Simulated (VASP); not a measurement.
# GaAs (F-43m) in VASP: a series of runs, part 2 of 2

VASP 6.6.1. Earlier steps stand in the parts before.

## (3) Vibrations by perturbation theory, PBE

INCAR

```
PREC = Accurate ; ENCUT = 520
EDIFF = 1E-8 ; ISMEAR = 0
SIGMA = 0.02 ; LREAL = False
LASPH = True ; NELM = 60
ALGO = Normal ; ISIF = 2
LWAVE = False ; LCHARG = True
GGA = PE ; NBANDS = 16
IBRION = 8 ; NSW = 1
```

KPOINTS

```
regular mesh
0
Gamma
  12 12 12
```

POSCAR

```
GaAs
1.0
    0.0000000000      2.8726923284      2.8726923284
    2.8726923284      0.0000000000      2.8726923284
    2.8726923284      2.8726923284      0.0000000000
Ga As
1 1
Direct
    0.0000000000      0.0000000000      0.0000000000
    0.2500000000      0.2500000000      0.2500000000
```

Potentials or basis: VASP PAW PBE potentials, release 64 (Ga_d, As).

Launch:

```sh
cat potpaw_PBE.64/Ga_d/POTCAR potpaw_PBE.64/As/POTCAR > POTCAR
mpirun -np 1 vasp_std > vasp.out
```

OUTCAR:

```text
PREC = Accurate
   ENCUT = 520
   EDIFF = 1E-8
   ISMEAR = 0
   LREAL = False
   LASPH = True
   NELM = 60
   ISIF = 2
   GGA = PE
   IBRION = 8
   NSW = 1

 ion  position               nearest neighbor table
   1  0.000  0.000  0.000-   2 2.49   2 2.49   2 2.49   2 2.49
   2  0.250  0.250  0.250-   1 2.49   1 2.49   1 2.49   1 2.49

  LATTYP: Found a face centered cubic cell.
 ALAT       =     5.7453846568

  Lattice vectors:

 A1 = (   0.0000000000,   2.8726923284,   2.8726923284)
 A2 = (   2.8726923284,   0.0000000000,   2.8726923284)
 A3 = (   2.8726923284,   2.8726923284,   0.0000000000)

Analysis of symmetry for initial positions (statically):
=====================================================================
 Subroutine PRICEL returns:
 Original cell was already a primitive cell.

 Routine SETGRP: Setting up the symmetry group for a
 face centered cubic supercell.

 Subroutine GETGRP returns: Found 24 space group operations
 (whereof 24 operations were pure point group operations)
 out of a pool of 48 trial point group operations.

The static configuration has the point symmetry T_d .

Analysis of symmetry for dynamics (positions and initial velocities):
=====================================================================
 Subroutine PRICEL returns:
 Original cell was already a primitive cell.

 Routine SETGRP: Setting up the symmetry group for a
 face centered cubic supercell.

 Subroutine GETGRP returns: Found 24 space group operations
 (whereof 24 operations were pure point group operations)
 out of a pool of 48 trial point group operations.

The dynamic configuration has the point symmetry T_d .

 Subroutine INISYM returns: Found 24 space group operations
 (whereof 24 operations are pure point group operations),
 and found     1 'primitive' translations

----------------------------------------------------------------------------------------

                                     Primitive cell

  volume of cell :      47.4130

  direct lattice vectors                    reciprocal lattice vectors
     0.000000000  2.872692328  2.872692328    -0.174052750  0.174052750  0.174052750
     2.872692328  0.000000000  2.872692328     0.174052750 -0.174052750  0.174052750
     2.872692328  2.872692328  0.000000000     0.174052750  0.174052750 -0.174052750

  length of vectors
     4.062600451  4.062600451  4.062600451     0.301468206  0.301468206  0.301468206

  position of ions in fractional coordinates (direct lattice)
     0.000000000  0.000000000  0.000000000
     0.250000000  0.250000000  0.250000000

  ion indices of the primitive-cell ions
   primitive index   ion index
                 1           1
[... 119 lines left out ...]
  free energy    TOTEN  =        -8.27627282 eV

  energy without entropy =       -8.27627282  energy(sigma->0) =       -8.27627282

 E-fermi :   3.5732     XC(G=0):  -9.3728

 val. band max:        3.4891339567   @ k =   0.0000   0.0000   0.0000
 cond. band min:       3.6525443736   @ k =   0.0000   0.0000   0.0000
 fundamental gap:      0.1634104170
 Fermi energy:         3.5732247868

 k-point     1 :       0.0000    0.0000    0.0000
  band No.  band energies     occupation
      1     -11.2366      2.00000
      2     -11.2366      2.00000
      3     -11.2366      2.00000
      4     -11.1685      2.00000
      5     -11.1685      2.00000
      6      -8.9004      2.00000
[... 433 lines left out ...]
      3     -11.2140      2.00000
      4     -11.1690      2.00000
      5     -11.1661      2.00000
      6      -7.1067      2.00000
[... 8 lines left out ...]
     15      13.7047      0.00000
     16      14.4111      0.00000

 [... further k-points ...]
[... 5 lines left out ...]
  --------------------------------------------------------------------------------------
  -------------------------------------------------------------------------------------
  Total        0.0513737      0.0513737      0.0513737      0.0000000     -0.0000000      0.0000000
  in kB        1.7360171      1.7360171      1.7360171      0.0000000     -0.0000000      0.0000000
  external PRESSURE =       1.7360171 kB  Pullay stress =       0.0000000 kB

 VOLUME and BASIS-vectors are now :
 -----------------------------------------------------------------------------
  energy-cutoff  :      520.00
  volume of cell :       47.41
      direct lattice vectors                 reciprocal lattice vectors
     0.000000000  2.872692328  2.872692328    -0.174052750  0.174052750  0.174052750
     2.872692328  0.000000000  2.872692328     0.174052750 -0.174052750  0.174052750
     2.872692328  2.872692328  0.000000000     0.174052750  0.174052750 -0.174052750

 POSITION                                       TOTAL-FORCE (eV/Angst)
 -----------------------------------------------------------------------------------
      0.00000      0.00000      0.00000        -0.000000      0.000000     -0.000000
      1.43635      1.43635      1.43635         0.000000     -0.000000      0.000000
 -----------------------------------------------------------------------------------
    total drift:                                0.000002      0.000002      0.000002

  FREE ENERGIE OF THE ION-ELECTRON SYSTEM (eV)
  ---------------------------------------------------
  free  energy   TOTEN  =        -8.2762728155 eV

  energy  without entropy=       -8.2762728155  energy(sigma->0) =       -8.27627282

[... ionic steps 2 to 3 ...]

--------------------------------------- Ionic step        4  -------------------------------------------

------------------------ aborting loop because EDIFF is reached ----------------------------------------

[... ionic steps 5 to 6 ...]

--------------------------------------- Ionic step        7  -------------------------------------------

 Free energy of the ion-electron system (eV)
  ---------------------------------------------------
  ---------------------------------------------------
  free energy    TOTEN  =        -0.04378162 eV

  energy without entropy =       -0.04378162

------------------------ aborting loop because EDIFF is reached ----------------------------------------

 INTERNAL STRAIN TENSOR  FOR ION    2  DIRECTION 1   (eV/Angst):
 -----------------------------------------------------------------------------
     0.00716  0.00000  0.00000
     0.00000 -0.00219 -5.98898
     0.00000 -5.98898 -0.00219

 INTERNAL STRAIN TENSOR FOR ION    2 for displacements in x,y,z  (eV/Angst):
          X           Y           Z          XY          YZ          ZX
  --------------------------------------------------------------------------------
  x     0.00000    -0.00000    -0.00000     0.00000    -5.98898     0.00000
  y    -0.00000     0.00000    -0.00000     0.00000     0.00000    -5.98898
  z    -0.00000    -0.00000     0.00000    -5.98898     0.00000     0.00000

 SECOND DERIVATIVES (NOT SYMMETRIZED)
 ------------------------------------
               1X          1Y          1Z          2X          2Y          2Z
  1X    -8.444976    0.000000    0.000000    8.444976   -0.000000   -0.000000
  1Y     0.000000   -8.444976    0.000000   -0.000000    8.444976   -0.000000
  1Z     0.000000    0.000000   -8.444976   -0.000000   -0.000000    8.444976
  2X     8.492299    0.000000    0.000000   -8.492299    0.000000    0.000000
  2Y     0.000000    8.492299    0.000000    0.000000   -8.492299    0.000000
  2Z     0.000000    0.000000    8.492299    0.000000    0.000000   -8.492299

 Eigenvectors and eigenvalues of the dynamical matrix
 ----------------------------------------------------

   1 f  =    7.569987 THz    47.563628 2PiTHz  252.507571 cm-1    31.306935 meV
             X         Y         Z           dx          dy          dz
      0.000000  0.000000  0.000000    -0.000000    0.718732    0.000000
      1.436346  1.436346  1.436346    -0.000000   -0.695287    0.000000
[... 21 lines left out ...]
   6 f/i=    0.010569 THz     0.066410 2PiTHz    0.352560 cm-1     0.043712 meV
             X         Y         Z           dx          dy          dz
      0.000000  0.000000  0.000000     0.000000    0.000000   -0.695287
      1.436346  1.436346  1.436346     0.000000    0.000000   -0.718732

--------------------------------------------------------------------------------------------------------

 ELASTIC MODULI CONTR FROM IONIC RELAXATION (kBar)
 Direction    XX          YY          ZZ          XY          YZ          ZX
 --------------------------------------------------------------------------------
 XX          -0.0000      0.0000      0.0000     -0.0000      0.0000      0.0000
 YY           0.0000     -0.0000     -0.0000     -0.0000     -0.0000     -0.0000
 ZZ           0.0000     -0.0000     -0.0000      0.0000     -0.0000      0.0000
 XY          -0.0000     -0.0000      0.0000   -141.3520     -0.0000     -0.0000
 YZ           0.0000     -0.0000     -0.0000     -0.0000   -141.3520     -0.0000
 ZX           0.0000     -0.0000      0.0000     -0.0000     -0.0000   -141.3520
 --------------------------------------------------------------------------------
```

OSZICAR:

```text
N       E                     dE             d eps       ncg     rms          rms(c)
DAV:   1     0.807584768343E+02    0.80758E+02   -0.89090E+03  2376   0.149E+03
DAV:   2    -0.208293499681E+01   -0.82841E+02   -0.79115E+02  2672   0.301E+02
DAV:   3    -0.833029993276E+01   -0.62474E+01   -0.62258E+01  2832   0.650E+01
DAV:   4    -0.842446850826E+01   -0.94169E-01   -0.94156E-01  2840   0.889E+00
[... 42 lines left out ...]
RMM:   7    -0.437820369915E-01    0.59879E-06   -0.15863E-07 18421   0.173E-03    0.151E-04
RMM:   8    -0.437817512981E-01    0.28569E-06   -0.14889E-08 18012   0.706E-04    0.491E-05
RMM:   9    -0.437816810942E-01    0.70204E-07    0.32482E-08 18272   0.274E-04    0.701E-06
RMM:  10    -0.437816183583E-01    0.62736E-07   -0.17696E-09 18336   0.102E-04    0.478E-06
RMM:  11    -0.437816173620E-01    0.99634E-09   -0.73966E-10 17810   0.399E-05    0.160E-06
 Linear response finished
```

Wall time 4.9 min (1 thread of AMD EPYC 9R45 (Zen 5), shared host); peak memory 0.52 GiB.

Results:

- Highest phonon frequency at Γ, LO-TO splitting left out: 253 cm⁻¹

Phonon frequencies in cm⁻¹ (negative: imaginary):
| q point | frequencies |
| --- | --- |
| (0.000, 0.000, 0.000) | 0 0 0 253 253 253 |
